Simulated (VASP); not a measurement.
# Ta6Si: single point with PBE

Ta6Si, a slab with vacuum:

```xyz
7
Lattice="4.6937 0.0000 0.0000 -2.3469 4.0649 0.0000 0.0000 0.0000 19.9882" Properties=species:S:1:pos:R:3 pbc="T T T"
Ta    2.3469    1.3550    4.0000
Ta    0.0000    2.7099    4.9581
Ta    0.0000    0.0000    5.9162
Ta    2.3469    1.3550    6.7997
Ta    0.0000    2.7099    7.6349
Ta    0.0000    0.0000    8.4882
Si    1.8253    0.4517    9.7806
```

```
Program                : VASP 6.6.1
Task                   : single point
Functional             : PBE
Potentials or basis    : VASP PAW PBE potentials, release 64 (Ta_pv, Si)
Cutoff                 : 520 eV
k mesh                 : 6 × 6 × 1
Occupations            : gaussian, width 0.1 eV
Spin                   : no spin polarisation
Dipole correction      : yes
Further INCAR settings : ALGO = Normal; EDIFF = 1e-07; NBANDS = 44
```

* Largest force: 3.435 eV/Å
* Band gap on the k mesh: zero (bands 35 and 36 overlap by 0.15 eV)

Forces in eV/Å, atoms in the order of the input:
```
Ta  -0.006 -0.241  1.774
Ta   0.016  0.186 -0.408
Ta  -0.105  0.084 -2.692
Ta   0.023 -0.002 -0.079
Ta  -0.086 -0.253  1.329
Ta  -3.186 -0.558  0.067
Si   3.345  0.784  0.009
```

Levels at points of the mesh, in eV from the Fermi level:
| k point | band 32 | band 33 | band 34 | band 35 | band 36 | band 37 | band 38 | band 39 |
| --- | --- | --- | --- | --- | --- | --- | --- | --- |
| (0.00, 0.00, 0.00) | -1.06 | -0.49 | -0.46 | -0.03 | 0.16 | 0.28 | 0.34 | 1.10 |
| (0.50, 0.00, 0.00) | -0.81 | -0.58 | -0.33 | -0.16 | -0.04 | 0.35 | 0.86 | 1.15 |
| (0.00, 0.50, 0.00) | -0.89 | -0.74 | -0.26 | -0.15 | 0.08 | 0.52 | 0.79 | 1.03 |
| (0.50, 0.50, 0.00) | -0.92 | -0.73 | -0.32 | 0.01 | 0.25 | 0.46 | 0.80 | 0.98 |

It took 33 min on 1 thread of AMD EPYC 7571, on a shared host, peak memory 0.59 GiB.

Caveat: spin-orbit coupling is left out, which moves the levels of the heavy elements.
